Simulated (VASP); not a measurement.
A run of VASP 6.6.1 is set up as follows.

POSCAR

```
CuI
1.0
    0.0000000000      3.0120291112      3.0120291112
    3.0120291112      0.0000000000      3.0120291112
    3.0120291112      3.0120291112      0.0000000000
Cu I
1 1
Direct
    0.0000000000      0.0000000000      0.0000000000
    0.2500000000      0.2500000000      0.2500000000
```

Contents of INCAR.step1:

```
SYSTEM = CuI
PREC = Accurate
ENCUT = 520
EDIFF = 1E-5
ISMEAR = 0
SIGMA = 0.01
LREAL = .False.
LASPH = .True.
NELM = 100
ALGO = Normal
ISIF = 2
LWAVE = .True.
GGA = PE
NBANDS = 16
```

The input INCAR.step2:

```
SYSTEM = CuI
PREC = Accurate
ENCUT = 520
EDIFF = 1E-7
ISMEAR = 0
SIGMA = 0.01
LREAL = .False.
LASPH = .True.
NELM = 100
ALGO = Normal
ISIF = 2
LWAVE = .False.
LCHARG = .True.
GGA = PE
LHFCALC = .True.
AEXX = 0.3
PRECFOCK = Normal
LELF = .True.
LVHAR = .True.
ISTART = 1
NBANDS = 16
```

The input KPOINTS:

```
regular mesh
0
Gamma
  4 4 4
  0 0 0
```

Potentials or basis: VASP PAW PBE potentials, release 64 (Cu, I).

Launch:

```bash
$ cat potpaw_PBE.64/Cu/POTCAR potpaw_PBE.64/I/POTCAR > POTCAR
$ cp INCAR.step1 INCAR
$ mpirun -np 1 vasp_std > vasp.out
$ cp INCAR.step2 INCAR
$ mpirun -np 1 vasp_std > vasp.out
```

Task: Estimate the band gap on the k mesh.

Result: 3.78 eV.

Task: What does it give for the pressure?

Result: 1.3 GPa.

Caveat: the k points lie up to 0.45 Å⁻¹ apart; the PAW data sets were made with another functional, which shifts forces and pressure a little; spin-orbit coupling is left out, which moves the levels of the heavy elements.
